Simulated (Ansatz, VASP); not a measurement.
**Two plane-wave programs on CaO**

The input POSCAR:

```
CaO
1.0
    0.0000000000      2.2530800000      2.6449200000
    2.2530800000      0.0000000000      2.6449200000
    2.2530800000      2.2530800000      0.0000000000
Ca O
1 1
Direct
    0.0000000000      0.0000000000      0.0000000000
    0.5000000000      0.5000000000      0.5000000000
```

File INCAR.step1:

```
  PREC = Accurate
  ENCUT = 520
  ISMEAR = 0
  SIGMA = 0.05
  LREAL = F
  LASPH = T
  NELM = 60
  NBANDS = 15
  GGA = PE
  ALGO = Normal
  EDIFF = 1E-4
  LWAVE = T
  LCHARG = F
```

The input INCAR.step2:

```
  PREC = Accurate
  ENCUT = 520
  EDIFF = 1E-6
  ISMEAR = 0
  SIGMA = 0.05
  LREAL = F
  LASPH = T
  NELM = 60
  ALGO = Normal
  ISIF = 2
  LWAVE = F
  LCHARG = T
  METAGGA = R2SCAN
  LMIXTAU = T
  LELF = T
  LVHAR = T
  NBANDS = 15
  ISTART = 1
```

The input KPOINTS:

```
regular mesh
0
Gamma
  8 8 8
```

Input for Ansatz:

```yaml
crystal:
  lattice:
    - [0.0, 2.25308, 2.64492]
    - [2.25308, 0.0, 2.64492]
    - [2.25308, 2.25308, 0.0]
  atoms:
    - { symbol: Ca, position: [0.0, 0.0, 0.0] }
    - { symbol: O, position: [0.5, 0.5, 0.5] }
basis:
  ecutwfc: 500
kpoints:
  mp_grid: { grid: [8, 8, 8] }
hamiltonian:
  xc: r2scan
scf:
  occupations: { method: gaussian, width: 0.05 }
output:
  forces: true
  stress: true
  eigenvalues: true
```

Change from the starting cell: strain -0.080 along x and y, +0.080 along z, atoms carried along.

Alike in both runs: task single point; functional r2SCAN; k mesh 8 × 8 × 8; occupations gaussian, width 0.05 eV; no spin polarisation.

```csv
,VASP,Ansatz
version,VASP 6.6.1,Ansatz 0.2.0
potentials or method,"VASP PAW PBE potentials, release 64 (Ca_sv, O), cutoff 520 eV","scalar-relativistic, plane waves, PAW"
valence electrons in the cell,16,16
```

Ansatz gave:

```
gap on the k mesh at the Fermi level (eV)                     : 4.04
least direct gap on the mesh (eV)                             : 4.45
pressure (GPa)                                                : 9.9
traceless stress, the component that is largest in VASP (GPa) : -18.17
```

What did VASP give for the same quantities?

gap on the k mesh at the Fermi level (eV): 4.01; least direct gap on the mesh (eV): 4.42; pressure (GPa): 11.3; traceless stress, the component that is largest in VASP (GPa): -19.35.

VASP's potentials were made for PBE, not for r2SCAN.
